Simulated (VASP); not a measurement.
# Pb (I4_1/amd) in VASP: density of states with PBE

Aim: the density of states of Pb with PBE.

All numbers are computed with VASP 6.6.1; they aren't measurements. Logs are shortened: lines on timing, memory, paths and dates and some standing lists are left out, and cuts for length are marked.

## (1) The cell of the first run

Symmetry: I4_1/amd, No. 141, tetragonal system. Conventional cell: a = 4.620 Å, b = 4.620 Å, c = 2.496 Å, α = 90.00°, β = 90.00°, γ = 90.00°. Pb (site symmetry -4m2) has 10 Pb at 2.39 to 2.97 Å within 3.2 Å.

## (2) Density of states, PBE (volume scaled by 0.4)

POSCAR reads:

```
Pb
1.0
   -2.3100256568      2.3100256568      1.2479431624
    2.3100256568     -2.3100256568      1.2479431624
    2.3100256568      2.3100256568     -1.2479431624
Pb
2
Direct
   -0.3750000000     -0.1250000000     -0.2500000000
    0.3750000000      0.1250000000      0.2500000000
```

INCAR.step1 reads:

```
ALGO = Normal
EDIFF = 1E-6
ENCUT = 520
GGA = PE
ISIF = 2
ISMEAR = -1
LASPH = True
LCHARG = True
LREAL = False
LWAVE = False
NBANDS = 21
NELM = 100
PREC = Accurate
SIGMA = 0.05
```

KPOINTS.step1 reads:

```
k-points
0
Gamma
  14 14 14
```

INCAR.step2 reads:

```
ALGO = Normal
EDIFF = 1E-6
ENCUT = 520
GGA = PE
ICHARG = 11
ISIF = 2
ISMEAR = -5
LASPH = True
LCHARG = False
LORBIT = 11
LREAL = False
LWAVE = False
NBANDS = 21
NEDOS = 1001
NELM = 100
PREC = Accurate
SIGMA = 0.05
```

KPOINTS.step2 reads:

```
k-points
0
Gamma
  21 21 21
```

Potentials or basis: VASP PAW PBE potentials, release 64 (Pb_d).

Launch:

```bash
$ cat potpaw_PBE.64/Pb_d/POTCAR > POTCAR
$ cp INCAR.step1 INCAR
$ cp KPOINTS.step1 KPOINTS
$ mpirun -np 1 vasp_std > vasp.out
$ cp INCAR.step2 INCAR
$ cp KPOINTS.step2 KPOINTS
$ mpirun -np 1 vasp_std > vasp.out
```

OUTCAR:

```text
EDIFF = 1E-6
   ENCUT = 520
   GGA = PE
   ICHARG = 11
   ISIF = 2
   ISMEAR = -5
   LASPH = True
   LORBIT = 11
   LREAL = False
   NELM = 100
   PREC = Accurate

 ion  position               nearest neighbor table
   1  0.625  0.875  0.750-   2 2.39   2 2.39   2 2.39   2 2.39   2 2.97   2 2.97   2 2.97   2 2.97
                             2 3.88   2 3.88
   2  0.375  0.125  0.250-   1 2.39   1 2.39   1 2.39   1 2.39   1 2.97   1 2.97   1 2.97   1 2.97
                             1 3.88   1 3.88

  LATTYP: Found a body centered tetragonal cell.
 ALAT       =     4.6200513136
 C/A-ratio  =     0.5402291350

  Lattice vectors:

 A1 = (  -2.3100256568,   2.3100256568,   1.2479431624)
 A2 = (   2.3100256568,  -2.3100256568,   1.2479431624)
 A3 = (   2.3100256568,   2.3100256568,  -1.2479431624)

Analysis of symmetry for initial positions (statically):
=====================================================================
 Subroutine PRICEL returns:
 Original cell was already a primitive cell.

 Routine SETGRP: Setting up the symmetry group for a
 body centered tetragonal supercell.

 Subroutine GETGRP returns: Found 16 space group operations
 (whereof  4 operations were pure point group operations)
 out of a pool of 16 trial point group operations.

The static configuration has the point symmetry C_2h.
 The point group associated with its full space group is D_4h.

Analysis of symmetry for dynamics (positions and initial velocities):
=====================================================================
 Subroutine PRICEL returns:
 Original cell was already a primitive cell.

 Routine SETGRP: Setting up the symmetry group for a
 body centered tetragonal supercell.

 Subroutine GETGRP returns: Found 16 space group operations
 (whereof  4 operations were pure point group operations)
 out of a pool of 16 trial point group operations.

The dynamic configuration has the point symmetry C_2h.
 The point group associated with its full space group is D_4h.

 Subroutine INISYM returns: Found 16 space group operations
 (whereof  4 operations are pure point group operations),
 and found     1 'primitive' translations

----------------------------------------------------------------------------------------

                                     Primitive cell

  volume of cell :      26.6372

  direct lattice vectors                    reciprocal lattice vectors
    -2.310025657  2.310025657  1.247943162     0.000000000  0.216447812  0.400659273
     2.310025657 -2.310025657  1.247943162     0.216447812  0.000000000  0.400659273
     2.310025657  2.310025657 -1.247943162     0.216447812  0.216447812  0.000000000

  length of vectors
     3.497112982  3.497112982  3.497112982     0.455387207  0.455387207  0.306103432

  position of ions in fractional coordinates (direct lattice)
     0.625000000  0.875000000  0.750000000
     0.375000000  0.125000000  0.250000000

  ion indices of the primitive-cell ions
   primitive index   ion index
                 1           1
                 2           2

----------------------------------------------------------------------------------------

 KPOINTS: k-points

Automatic generation of k-mesh.
 Grid dimensions read from file:
 generate k-points for:   21   21   21

 Generating k-lattice:

  Cartesian coordinates                     Fractional coordinates (reciprocal lattice)
     0.000000000  0.010307039  0.019079013     0.047619048 -0.000000000  0.000000000
     0.010307039  0.000000000  0.019079013    -0.000000000  0.047619048  0.000000000
     0.010307039  0.010307039  0.000000000     0.000000000  0.000000000  0.047619048

  Length of vectors
     0.021685105  0.021685105  0.014576354

  Shift w.r.t. Gamma in fractional coordinates (k-lattice)
     0.000000000  0.000000000  0.000000000

 TETIRR: Found  22611 inequivalent tetrahedra from    55566

 Subroutine IBZKPT returns following result:
 ===========================================

 Found    726 irreducible k-points:

 Following reciprocal coordinates:
            Coordinates               Weight
  0.000000  0.000000  0.000000      1.000000
  0.047619  0.000000 -0.000000      8.000000
  0.095238  0.000000  0.000000      8.000000
  0.142857  0.000000 -0.000000      8.000000
  0.190476  0.000000  0.000000      8.000000
  0.238095  0.000000 -0.000000      8.000000
[... 16 lines left out ...]
 -0.428571  0.047619  0.000000     16.000000
 -0.380952  0.047619  0.000000     16.000000
 [... further k-points ...]
   k-points           NKPTS =    726   k-points in BZ     NKDIM =    726   number of bands    NBANDS=     21
   number of dos      NEDOS =   1001   number of ions     NIONS =      2
   total plane-waves  NPLWV =  21952
   dimension x,y,z NGX =    28 NGY =   28 NGZ =   28
   dimension x,y,z NGXF=    56 NGYF=   56 NGZF=   56
   ions per type =               2
   NGX,Y,Z   is equivalent  to a cutoff of  13.31, 13.31, 13.31 a.u.
   NGXF,Y,Z  is equivalent  to a cutoff of  26.62, 26.62, 26.62 a.u.
 SYSTEM =  unknown system
   PREC   = accura    normal or accurate (medium, high low for compatibility)
   ISTART =      0    job   : 0-new  1-cont  2-samecut
   ICHARG =     11    charge: 1-file 2-atom 10-const
   ISPIN  =      1    spin polarized calculation?
   LNONCOLLINEAR =      F non collinear calculations
   LSORBIT =      F    spin-orbit coupling
   LASPH  =      T    aspherical Exc in radial PAW
   ENCUT  =  520.0 eV  38.22 Ry    6.18 a.u.   6.50  6.50  6.50*2*pi/ulx,y,z
   NELM   =    100;   NELMIN=  2; NELMDL=  0     # of ELM steps
   EDIFF  = 0.1E-05   stopping-criterion for ELM
   LREAL  =      F    real-space projection
[... 7 lines left out ...]
   TEBEG  =    0.0;   TEEND  =   0.0 temperature during run
   PSTRESS=    0.0 pullay stress
   NELECT =      28.0000    total number of electrons
   NUPDOWN=      -1.0000    fix difference up-down
   EMIN   =  10.00;   EMAX   =-10.00  energy-range for DOS
   EFERMI =   0.00;   METHOD = LEGACY
   ISMEAR =    -5;   SIGMA  =   0.05  broadening in eV -4-tet -1-fermi 0-gaus
   EFERMI_NEDOS =   21; number of points for ismear=-14 and -15
   IALGO  =     38    algorithm
   IMIX   =      4    mixing-type and parameters
     AMIX     =   0.40;   BMIX     =  1.00
     AMIX_MAG =   1.60;   BMIX_MAG =  1.00
  volume/ion in A,a.u.               =      13.32        89.88
  Fermi-wavevector in a.u.,A,eV,Ry     =   1.664555  3.145552 37.698233  2.770742
  Thomas-Fermi vector in A             =   2.751078
   LORBIT       =     11    0 simple, 1 ext, 2 COOP (PROOUT), +10 PAW based schemes
   GGA     = PE    functional components
   LHFCALC =     F    Hartree Fock is set to
   AEXX    =    0.0000 exact exchange contribution
   IVDW    =     0    specifies the selected vdW correction
   LEPSILON=     F    determine dielectric tensor
   LRPA    =     F    only Hartree local field effects (RPA)
 non-spin polarized calculation
 Fermi weights with tetrahedron method with Bloechl corrections
  energy-cutoff  :      520.00
  volume of cell :       26.64
 maximum number of plane-waves:       733
 NGX is ok and might be reduce to    28

 number of electron      27.9999995 magnetization

 Free energy of the ion-electron system (eV)
  ---------------------------------------------------
  ext. energy  EPLUGINS =         0.00000000
  ---------------------------------------------------
  free energy    TOTEN  =         9.72243617 eV

  energy without entropy =        9.72243617  energy(sigma->0) =        9.72243617

 E-fermi :  22.8982     XC(G=0): -14.7913

 val. band max:       23.0931708556   @ k =   0.4762   0.3333   0.0952
 cond. band min:      22.5518924505   @ k =  -0.1905  -0.1905   0.1905
 fundamental gap:     -0.5412784051
 Fermi energy:        22.8982472174

 k-point     1 :       0.0000    0.0000    0.0000
  band No.  band energies     occupation
      1      -0.6262      2.00000
      2      -0.2346      2.00000
      3       0.2390      2.00000
      4       0.3238      2.00000
      5       0.5524      2.00000
      6       2.8543      2.00000
[... 13 lines left out ...]
     20      35.5569      0.00000
     21      35.7241      0.00000

 k-point     2 :       0.0476    0.0000   -0.0000
  band No.  band energies     occupation
      1      -0.6136      2.00000
      2      -0.2061      2.00000
      3       0.3150      2.00000
      4       0.3737      2.00000
      5       0.6393      2.00000
      6       2.7214      2.00000
[... 13 lines left out ...]
     20      34.6254      0.00000
     21      35.2776      0.00000

 k-point     3 :       0.0952    0.0000    0.0000
  band No.  band energies     occupation
      1      -0.5731      2.00000
      2      -0.1225      2.00000
      3       0.4777      2.00000
      4       0.5320      2.00000
      5       0.9340      2.00000
      6       2.4875      2.00000
[... 13 lines left out ...]
     20      33.1397      0.00000
     21      34.2403      0.00000

 k-point     4 :       0.1429    0.0000   -0.0000
  band No.  band energies     occupation
      1      -0.5030      2.00000
      2       0.0091      2.00000
      3       0.5910      2.00000
      4       0.8560      2.00000
      5       1.4385      2.00000
      6       2.2037      2.00000
[... 13 lines left out ...]
     20      31.5186      0.00000
     21      33.2437      0.00000

 k-point     5 :       0.1905    0.0000    0.0000
  band No.  band energies     occupation
      1      -0.4096      2.00000
      2       0.1754      2.00000
      3       0.6701      2.00000
      4       1.2316      2.00000
      5       1.9031      2.00000
      6       2.0280      2.00000
[... 13 lines left out ...]
     20      32.2800      0.00000
     21      32.5082      0.00000
[... 382 lines left out ...]
     20      33.2472      0.00000
     21      35.8125      0.00000

 k-point    22 :      -0.4762    0.0476    0.0000
  band No.  band energies     occupation
      1      -0.0383      2.00000
      2       0.2800      2.00000
      3       0.5918      2.00000
      4       0.6650      2.00000
      5       1.7947      2.00000
      6       2.0364      2.00000
[... 13 lines left out ...]
     20      32.9273      0.00000
     21      35.9884      0.00000

 k-point    23 :      -0.4286    0.0476    0.0000
  band No.  band energies     occupation
      1      -0.0543      2.00000
      2       0.3715      2.00000
      3       0.6305      2.00000
      4       0.8035      2.00000
      5       1.6755      2.00000
      6       2.1262      2.00000
[... 13 lines left out ...]
     20      32.2921      0.00000
     21      36.1897      0.00000

 k-point    24 :      -0.3810    0.0476    0.0000
  band No.  band energies     occupation
      1      -0.0915      2.00000
      2       0.4724      2.00000
      3       0.6209      2.00000
      4       1.0712      2.00000
      5       1.5604      2.00000
      6       2.2479      2.00000
[... 13 lines left out ...]
     20      32.1471      0.00000
     21      35.7963      0.00000

 [... further k-points ...]
[... 5 lines left out ...]
  --------------------------------------------------------------------------------------
  -------------------------------------------------------------------------------------
  Total       54.5838567     54.5838567     54.3578201      0.0000000      0.0000000      0.0000000
  in kB     3283.1172760   3283.1172760   3269.5215966      0.0000000      0.0000000      0.0000000
  external PRESSURE =    3278.5853829 kB  Pullay stress =       0.0000000 kB

 VOLUME and BASIS-vectors are now :
 -----------------------------------------------------------------------------
  energy-cutoff  :      520.00
  volume of cell :       26.64
      direct lattice vectors                 reciprocal lattice vectors
    -2.310025657  2.310025657  1.247943162     0.000000000  0.216447812  0.400659273
     2.310025657 -2.310025657  1.247943162     0.216447812  0.000000000  0.400659273
     2.310025657  2.310025657 -1.247943162     0.216447812  0.216447812  0.000000000

 POSITION                                       TOTAL-FORCE (eV/Angst)
 -----------------------------------------------------------------------------------
      2.31003      1.15501      0.93596        -0.000000      0.000000     -0.000000
      0.00000      1.15501      0.31199         0.000000     -0.000000      0.000000
 -----------------------------------------------------------------------------------
    total drift:                                0.000000      0.000000     -0.000000

  FREE ENERGIE OF THE ION-ELECTRON SYSTEM (eV)
  ---------------------------------------------------
  free  energy   TOTEN  =         9.7224361686 eV

  energy  without entropy=        9.7224361686  energy(sigma->0) =        9.72243617

 total charge

# of ion       s       p       d       tot
------------------------------------------
    1        1.408   1.896  10.092  13.396
    2        1.408   1.896  10.092  13.396
--------------------------------------------------
tot          2.816   3.792  20.185  26.793
```

Run time: 4.4 min. Hardware: 1 thread of Intel Xeon 6975P-C (Granite Rapids), shared host; peak memory 0.48 GiB.

Results:

```yaml
Valence_electrons_inside_the_program's_atomic_spheres: Pb 13.40
```

Caveat: spin-orbit coupling is left out, which moves the levels of the heavy elements; tetrahedron occupations give inexact forces and stress in metals.
